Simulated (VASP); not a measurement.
# TiW14 (a cell with a defect) in VASP: notebook

The runs below take TiW14 (a cell with a defect) through single point, with PBE+D3(BJ).

Everything below comes from runs of VASP 6.6.1. Logs are shortened: lines on timing, memory, paths and dates and some standing lists are left out, and cuts for length are marked.

## 1. The cell of the first run

The cell holds a defect, 15 atoms: a = 6.320 Å, b = 6.320 Å, c = 6.320 Å, α = 90.00°, β = 90.00°, γ = 90.00°.

## 2. Single point, PBE+D3(BJ)

INCAR reads:

```
SYSTEM = TiW14
PREC     = Accurate       ! precision mode
ENCUT    = 520            ! plane-wave cutoff, eV
EDIFF    = 1E-7           ! SCF threshold, eV
ISMEAR   = -1             ! smearing method
SIGMA    = 0.1            ! smearing width, eV
LREAL    = Auto         
LASPH    = .True.         ! aspherical terms in the spheres
NELM     = 100            ! most SCF steps
ALGO     = Normal         ! electronic algorithm
ISIF     = 2              ! what is computed and relaxed
LWAVE    = .False.        ! write WAVECAR
LCHARG   = .True.         ! write CHGCAR
GGA      = PE             ! functional
IVDW     = 12             ! dispersion correction
LELF     = .True.         ! ELF
LVHAR    = .True.       
NBANDS   = 117            ! bands
```

KPOINTS reads:

```
regular mesh
0
Gamma
  3 3 3
  0 0 0
```

POSCAR reads:

```
TiW14
1.0
    6.3200000000      0.0000000000      0.0000000000
    0.0000000000      6.3200000000      0.0000000000
    0.0000000000      0.0000000000      6.3200000000
Ti W
1 14
Direct
    0.1258745253     -0.1244264241     -0.1243485759
    0.5100382911      0.0058481013      0.0059250000
   -0.0043998418      0.4914098101      0.0059251582
   -0.0043998418      0.0058481013      0.4914871835
    0.2504411392      0.2452172468      0.2452944620
    0.4954128165      0.5060352848      0.0003265823
    0.4954132911      0.0002495253      0.5061121835
    0.7516262658      0.2498218354      0.2498988924
    0.0011985759      0.5060349684      0.5061120253
    0.2560379747      0.7454101266      0.2599189873
    0.2560376582      0.2598414557      0.7454873418
    0.5000083861      0.5014398734      0.5015169304
    0.7562310127      0.7510071203      0.2452943038
    0.7562306962      0.2452175633      0.7510840190
    0.7416068038      0.7454104430      0.7454873418
```

Potentials or basis: VASP PAW PBE potentials, release 64 (Ti_sv, W_sv).

Launch:

```sh
cat potpaw_PBE.64/Ti_sv/POTCAR potpaw_PBE.64/W_sv/POTCAR > POTCAR
mpirun -np 1 vasp_std > vasp.out
```

OUTCAR:

```text
SYSTEM = TiW14
   PREC = Accurate
   ENCUT = 520
   EDIFF = 1E-7
   ISMEAR = -1
   LREAL = Auto
   LASPH = .True.
   NELM = 100
   ISIF = 2
   GGA = PE
   IVDW = 12
 IVDW          = 12

 ion  position               nearest neighbor table
   1  0.126  0.876  0.876-   3 2.69   2 2.69   4 2.69  10 2.69  15 2.69  11 2.69
   2  0.510  0.006  0.006-   8 2.66   1 2.69   5 2.70  14 2.70  13 2.70  15 2.75  11 2.80  10 2.80
                             7 3.16   6 3.16   7 3.16   6 3.16
   3  0.996  0.491  0.006-   8 2.66   1 2.69  13 2.70   5 2.70  14 2.70  11 2.75  15 2.80  10 2.80
                             6 3.16   9 3.16   9 3.16   6 3.16
   4  0.996  0.006  0.491-   8 2.66   1 2.69  14 2.70   5 2.70  13 2.70  10 2.75  11 2.80  15 2.80
                             9 3.16   7 3.16   9 3.16   7 3.16
   5  0.250  0.245  0.245-   2 2.70   3 2.70   4 2.70   7 2.74   6 2.74  12 2.78   9 2.81   8 3.15
                            11 3.16  10 3.16  11 3.16  10 3.16   8 3.17
   6  0.495  0.506  0.000-  10 2.70  11 2.70  15 2.70   5 2.74  13 2.74   8 2.78  14 2.81  12 3.15
                             3 3.16   2 3.16   2 3.16   3 3.16  12 3.17
   7  0.495  0.000  0.506-  11 2.70  15 2.70  10 2.70  14 2.74   5 2.74   8 2.78  13 2.81  12 3.15
                             2 3.16   4 3.16   4 3.16   2 3.16  12 3.17
   8  0.752  0.250  0.250-   2 2.66   3 2.66   4 2.66  12 2.75   7 2.78   9 2.78   6 2.78  13 3.15
                            14 3.15   5 3.15  14 3.17   5 3.17  13 3.17
   9  0.001  0.506  0.506-  15 2.70  10 2.70  11 2.70  14 2.74  13 2.74   8 2.78   5 2.81  12 3.15
                             4 3.16   3 3.16   4 3.16   3 3.16  12 3.17
  10  0.256  0.745  0.260-  12 2.66   1 2.69   6 2.70   9 2.70   7 2.70   4 2.75   3 2.80   2 2.80
                            13 3.16   5 3.16   5 3.16  13 3.16
  11  0.256  0.260  0.745-  12 2.66   1 2.69   7 2.70   9 2.70   6 2.70   3 2.75   4 2.80   2 2.80
                            14 3.16   5 3.16   5 3.16  14 3.16
  12  0.500  0.501  0.502-  10 2.66  15 2.66  11 2.66   8 2.75  14 2.78   5 2.78  13 2.78   7 3.15
                             6 3.15   9 3.15   9 3.17   7 3.17   6 3.17
  13  0.756  0.751  0.245-   3 2.70   2 2.70   4 2.70   9 2.74   6 2.74  12 2.78   7 2.81   8 3.15
                            15 3.16  10 3.16  15 3.16  10 3.16   8 3.17
  14  0.756  0.245  0.751-   4 2.70   2 2.70   3 2.70   9 2.74   7 2.74  12 2.78   6 2.81   8 3.15
                            11 3.16  15 3.16  15 3.16  11 3.16   8 3.17
  15  0.742  0.745  0.745-  12 2.66   1 2.69   9 2.70   7 2.70   6 2.70   2 2.75   4 2.80   3 2.80
                            13 3.16  14 3.16  14 3.16  13 3.16

  LATTYP: Found a simple cubic cell.
 ALAT       =     6.3200000000

  Lattice vectors:

 A1 = (   6.3200000000,   0.0000000000,   0.0000000000)
 A2 = (   0.0000000000,   6.3200000000,   0.0000000000)
 A3 = (   0.0000000000,   0.0000000000,   6.3200000000)

Analysis of symmetry for initial positions (statically):
=====================================================================
 Subroutine PRICEL returns:
 Original cell was already a primitive cell.

 Routine SETGRP: Setting up the symmetry group for a
 simple cubic supercell.

 Subroutine GETGRP returns: Found  6 space group operations
 (whereof  1 operations were pure point group operations)
 out of a pool of 48 trial point group operations.

The static configuration has the point symmetry C_1 .
 The point group associated with its full space group is C_3v.

Analysis of symmetry for dynamics (positions and initial velocities):
=====================================================================
 Subroutine PRICEL returns:
 Original cell was already a primitive cell.

 Routine SETGRP: Setting up the symmetry group for a
 simple cubic supercell.

 Subroutine GETGRP returns: Found  6 space group operations
 (whereof  1 operations were pure point group operations)
 out of a pool of 48 trial point group operations.

The dynamic configuration has the point symmetry C_1 .
 The point group associated with its full space group is C_3v.

 Subroutine INISYM returns: Found  6 space group operations
 (whereof  1 operations are pure point group operations),
 and found     1 'primitive' translations

----------------------------------------------------------------------------------------

                                     Primitive cell

  volume of cell :     252.4360

  direct lattice vectors                    reciprocal lattice vectors
     6.320000000  0.000000000  0.000000000     0.158227848  0.000000000  0.000000000
[... 57 lines left out ...]
     0.052742616  0.052742616  0.052742616

  Shift w.r.t. Gamma in fractional coordinates (k-lattice)
     0.000000000  0.000000000  0.000000000

 Subroutine IBZKPT returns following result:
 ===========================================

 Found      6 irreducible k-points:

 Following reciprocal coordinates:
            Coordinates               Weight
  0.000000  0.000000  0.000000      1.000000
  0.333333  0.000000  0.000000      6.000000
  0.333333  0.333333  0.000000      6.000000
  0.000000  0.333333  0.333333      6.000000
  0.333333  0.333333  0.333333      6.000000
 -0.333333  0.333333  0.333333      2.000000
   k-points           NKPTS =      6   k-points in BZ     NKDIM =      6   number of bands    NBANDS=    117
   number of dos      NEDOS =    301   number of ions     NIONS =     15
   total plane-waves  NPLWV = 110592
   dimension x,y,z NGX =    48 NGY =   48 NGZ =   48
   dimension x,y,z NGXF=    96 NGYF=   96 NGZF=   96
   ions per type =               1  14
   NGX,Y,Z   is equivalent  to a cutoff of  12.63, 12.63, 12.63 a.u.
   NGXF,Y,Z  is equivalent  to a cutoff of  25.25, 25.25, 25.25 a.u.
 SYSTEM =  TiW14
   PREC   = accura    normal or accurate (medium, high low for compatibility)
   ISTART =      0    job   : 0-new  1-cont  2-samecut
   ICHARG =      2    charge: 1-file 2-atom 10-const
   ISPIN  =      1    spin polarized calculation?
   LNONCOLLINEAR =      F non collinear calculations
   LSORBIT =      F    spin-orbit coupling
   LASPH  =      T    aspherical Exc in radial PAW
   ENCUT  =  520.0 eV  38.22 Ry    6.18 a.u.  11.75 11.75 11.75*2*pi/ulx,y,z
   NELM   =    100;   NELMIN=  2; NELMDL= -5     # of ELM steps
   EDIFF  = 0.1E-06   stopping-criterion for ELM
   LREAL  =      T    real-space projection
   EDIFFG = 0.1E-05   stopping-criterion for IOM
   NSW    =      0    number of steps for IOM
   IBRION =     -1    ionic relax: 0-MD 1-quasi-New 2-CG
   NFREE  =      0    steps in history (QN), initial steepest desc. (CG)
   ISIF   =      2    stress and relaxation
   ISYM   =      2    0-nonsym 1-usesym 2-fastsym
   POTIM  = 0.5000    time-step for ionic-motion
   TEBEG  =    0.0;   TEEND  =   0.0 temperature during run
   PSTRESS=    0.0 pullay stress
   NELECT =     208.0000    total number of electrons
   NUPDOWN=      -1.0000    fix difference up-down
   EMIN   =  10.00;   EMAX   =-10.00  energy-range for DOS
   EFERMI =   0.00;   METHOD = LEGACY
   ISMEAR =    -1;   SIGMA  =   0.10  broadening in eV -4-tet -1-fermi 0-gaus
   EFERMI_NEDOS =   21; number of points for ismear=-14 and -15
   IALGO  =     38    algorithm
   IMIX   =      4    mixing-type and parameters
     AMIX     =   0.40;   BMIX     =  1.00
     AMIX_MAG =   1.60;   BMIX_MAG =  1.00
  volume/ion in A,a.u.               =      16.83       113.57
  Fermi-wavevector in a.u.,A,eV,Ry     =   1.534778  2.900310 32.049110  2.355543
  Thomas-Fermi vector in A             =   2.641658
   LORBIT       =      0    0 simple, 1 ext, 2 COOP (PROOUT), +10 PAW based schemes
   GGA     = PE    functional components
   LHFCALC =     F    Hartree Fock is set to
   AEXX    =    0.0000 exact exchange contribution
   IVDW    =    12    specifies the selected vdW correction
   LEPSILON=     F    determine dielectric tensor
   LRPA    =     F    only Hartree local field effects (RPA)
 non-spin polarized calculation
  energy-cutoff  :      520.00
  volume of cell :      252.44
 maximum number of plane-waves:      6859
   NGX = 23   NGY = 23   NGZ = 23

 number of electron     208.0000001 magnetization

 Free energy of the ion-electron system (eV)
  ---------------------------------------------------
  ext. energy  EPLUGINS =         0.00000000
  ---------------------------------------------------
  free energy    TOTEN  =      -185.45291258 eV

  energy without entropy =     -185.13374444  energy(sigma->0) =     -185.29332851

 E-fermi :  10.0790     XC(G=0): -13.1182

 val. band max:       10.0680172041   @ k =   0.0000   0.3333   0.3333
 cond. band min:      10.2192748914   @ k =   0.0000   0.0000   0.0000
 fundamental gap:      0.1512576874
 Fermi energy:        10.0789872343

 k-point     1 :       0.0000    0.0000    0.0000
  band No.  band energies     occupation
      1     -63.7568      2.00000
      2     -63.6993      2.00000
      3     -63.6993      2.00000
      4     -63.6911      2.00000
      5     -63.6910      2.00000
      6     -63.6636      2.00000
[... 703 lines left out ...]
    115      12.3003      0.00000
    116      12.3169      0.00000
 [bands above 116 left out]

------------------------ aborting loop because EDIFF is reached ----------------------------------------

 Edisp (eV)   -9.77281

 E8    (eV) :    -4.9864

  FORCE on cell =-STRESS in cart. coord.  units (eV):
  Direction    XX          YY          ZZ          XY          YZ          ZX
  --------------------------------------------------------------------------------------
  -------------------------------------------------------------------------------------
  Total      -8.07644    -8.07644    -8.07644     4.12525    -4.12525     4.12525
  in kB     -51.26009   -51.26009   -51.26009    26.18239   -26.18239    26.18239
  external pressure =      -51.26 kB  Pullay stress =        0.00 kB

 VOLUME and BASIS-vectors are now :
 -----------------------------------------------------------------------------
  energy-cutoff  :      520.00
  volume of cell :      252.44
      direct lattice vectors                 reciprocal lattice vectors
     6.320000000  0.000000000  0.000000000     0.158227848  0.000000000  0.000000000
     0.000000000  6.320000000  0.000000000     0.000000000  0.158227848  0.000000000
     0.000000000  0.000000000  6.320000000     0.000000000  0.000000000  0.158227848

 POSITION                                       TOTAL-FORCE (eV/Angst)
 -----------------------------------------------------------------------------------
      0.79553      5.53362      5.53412         0.000193     -0.000193     -0.000193
      3.22344      0.03696      0.03745        -0.006146     -0.017794     -0.017794
      6.29219      3.10571      0.03745         0.017794      0.006146     -0.017794
      6.29219      0.03696      3.10620         0.017794     -0.017794      0.006146
      1.58279      1.54977      1.55026        -0.005076      0.000122      0.000122
      3.13101      3.19814      0.00206         0.000452     -0.000452     -0.005117
      3.13101      0.00158      3.19863         0.000452     -0.005117     -0.000452
      4.75028      1.57887      1.57936         0.016798     -0.016798     -0.016798
      0.00757      3.19814      3.19863         0.005117     -0.000452     -0.000452
      1.61816      4.71099      1.64269        -0.018457      0.018457     -0.006051
      1.61816      1.64220      4.71148        -0.018457     -0.006051      0.018457
      3.16005      3.16910      3.16959        -0.016274      0.016274      0.016274
      4.77938      4.74637      1.55026        -0.000122      0.005076      0.000122
      4.77938      1.54978      4.74685        -0.000122      0.000122      0.005076
      4.68696      4.71099      4.71148         0.006051      0.018457      0.018457
 -----------------------------------------------------------------------------------
    total drift:                                0.015228     -0.023433      0.047216

  FREE ENERGIE OF THE ION-ELECTRON SYSTEM (eV)
  ---------------------------------------------------
  free  energy   TOTEN  =      -195.2257264524 eV

  energy  without entropy=     -194.9065583177  energy(sigma->0) =     -195.06614239
```

It took 9.5 min on 1 thread of Intel Xeon 6975P-C, shared host; peak memory 0.39 GiB.

What came out:

```
Free energy                : -195.2257 eV
Pressure                   : -5.1 GPa
Largest force              : 0.029 eV/Å
Band gap on the k mesh     : zero (band 104 reaches 10.55 eV, above the bottom of band 105 at 9.56 eV)
Dispersion energy per atom : -0.652 eV
```

Forces in eV/Å, atoms in the order of the input:
```
Ti   0.000  0.000  0.000
W   -0.006 -0.018 -0.018
W    0.018  0.006 -0.018
W    0.018 -0.018  0.006
W   -0.005  0.000  0.000
W    0.000  0.000 -0.005
W    0.000 -0.005  0.000
W    0.017 -0.017 -0.017
W    0.005  0.000  0.000
W   -0.018  0.018 -0.006
W   -0.018 -0.006  0.018
W   -0.016  0.016  0.016
W    0.000  0.005  0.000
W    0.000  0.000  0.005
W    0.006  0.018  0.018
```

Caveat: spin-orbit coupling is left out, which moves the levels of the heavy elements.

## 3. Single point, PBE+D3(BJ)

INCAR reads:

```
ALGO = Normal ; EDIFF = 1E-6
ENCUT = 520 ; GGA = PE
ISIF = 2 ; ISMEAR = -1
IVDW = 12 ; LASPH = True
LCHARG = False ; LREAL = Auto
LWAVE = False ; NBANDS = 117
NELM = 80 ; PREC = Accurate
SIGMA = 0.1
```

KPOINTS reads:

```
k-points
0
Gamma
  3 3 3
```

POSCAR reads:

```
TiW14
1.0
    6.3200000000      0.0000000000      0.0000000000
    0.0000000000      6.3200000000      0.0000000000
    0.0000000000      0.0000000000      6.3200000000
Ti W
1 14
Direct
    0.1258753165     -0.1244272152     -0.1243496835
    0.5100901899      0.0057780063      0.0058550633
   -0.0043299051      0.4913579114      0.0058550633
   -0.0043297468      0.0057780063      0.4914352848
    0.2505037975      0.2452648734      0.2453419304
    0.4954625000      0.5059856013      0.0003925633
    0.4954626582      0.0003155063      0.5060626582
    0.7517675633      0.2496805380      0.2497575949
    0.0011327532      0.5059856013      0.5060626582
    0.2559685127      0.7454797468      0.2599737342
    0.2559683544      0.2598963608      0.7455568038
    0.4998672468      0.5015810127      0.5016580696
    0.7561833861      0.7509444620      0.2453419304
    0.7561832278      0.2452650316      0.7510215190
    0.7415518987      0.7454797468      0.7455568038
```

Potentials or basis: VASP PAW PBE potentials, release 64 (Ti_sv, W_sv).

Launch:

```sh
cat potpaw_PBE.64/Ti_sv/POTCAR potpaw_PBE.64/W_sv/POTCAR > POTCAR
mpirun -np 1 vasp_std > vasp.out
```

It took 4.7 min on 1 thread of Intel Xeon Platinum 8559C (Emerald Rapids), shared host; peak memory 0.39 GiB.

The run converged. Its results:

| Quantity | Value |
| --- | --- |
| Free energy | -195.2258 eV |
| Pressure | -5.1 GPa |
| Largest force | 0.019 eV/Å |
| Band gap on the k mesh | zero (band 104 reaches 10.55 eV, above the bottom of band 105 at 9.56 eV) |
| Dispersion energy per atom | -0.652 eV |

Forces on the atoms (eV/Å):
```
Ti   0.000  0.000  0.000
W   -0.011 -0.010 -0.010
W    0.010  0.011 -0.010
W    0.010 -0.010  0.011
W   -0.004 -0.003 -0.003
W   -0.003  0.003 -0.004
W   -0.003 -0.004  0.003
W    0.006 -0.006 -0.006
W    0.004  0.003  0.003
W   -0.011  0.011 -0.011
W   -0.011 -0.011  0.011
W   -0.005  0.005  0.005
W    0.003  0.004 -0.003
W    0.003 -0.003  0.004
W    0.011  0.011  0.011
```

Stress tensor (GPa, compression positive):
```
-5.13  2.63  2.63
 2.63 -5.13 -2.63
 2.63 -2.63 -5.13
```

Levels at points of the mesh, in eV from the Fermi level:
| k point | band 100 | band 101 | band 102 | band 103 | band 104 | band 105 | band 106 | band 107 | band 108 | band 109 |
| --- | --- | --- | --- | --- | --- | --- | --- | --- | --- | --- |
| (0.00, 0.00, 0.00) | -0.12 | -0.12 | 0.14 | 0.23 | 0.47 | 0.47 | 0.94 | 1.07 | 1.07 | 1.14 |

Caveat: spin-orbit coupling is left out, which moves the levels of the heavy elements.
